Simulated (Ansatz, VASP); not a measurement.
# PbS: VASP beside Ansatz

```
Pb S
1.0
     0.00000    3.00451    3.00451
     3.00451    0.00000    3.00451
     3.00451    3.00451    0.00000
Pb S
1 1
Direct
  0.00000 0.00000 0.00000
  0.50000 0.50000 0.50000
```

Alike in both runs: functional PBE; k mesh 10 × 10 × 10; no spin polarisation.

Ansatz relaxed the structure, and its values are those at the end. VASP's run is a single point on that final structure, the one shown.

```csv
,VASP,Ansatz
version,VASP 6.6.1,Ansatz 0.2.0
potentials or method,"VASP PAW PBE potentials, release 64 (Pb_d, S), cutoff 520 eV","scalar-relativistic, plane waves, PAW"
occupations,"gaussian, width 0.01 eV",fixed
valence electrons in the cell,20,20
```

VASP gave:

* gap on the k mesh at the Fermi level (eV): 0.50
* least direct gap on the mesh (eV): 0.50
* pressure (GPa): -0.1

Task: What did Ansatz give for the same quantities?

Result: gap on the k mesh at the Fermi level (eV): 0.49; least direct gap on the mesh (eV): 0.49; pressure (GPa): 0.0.

Neither program's run includes spin-orbit coupling.
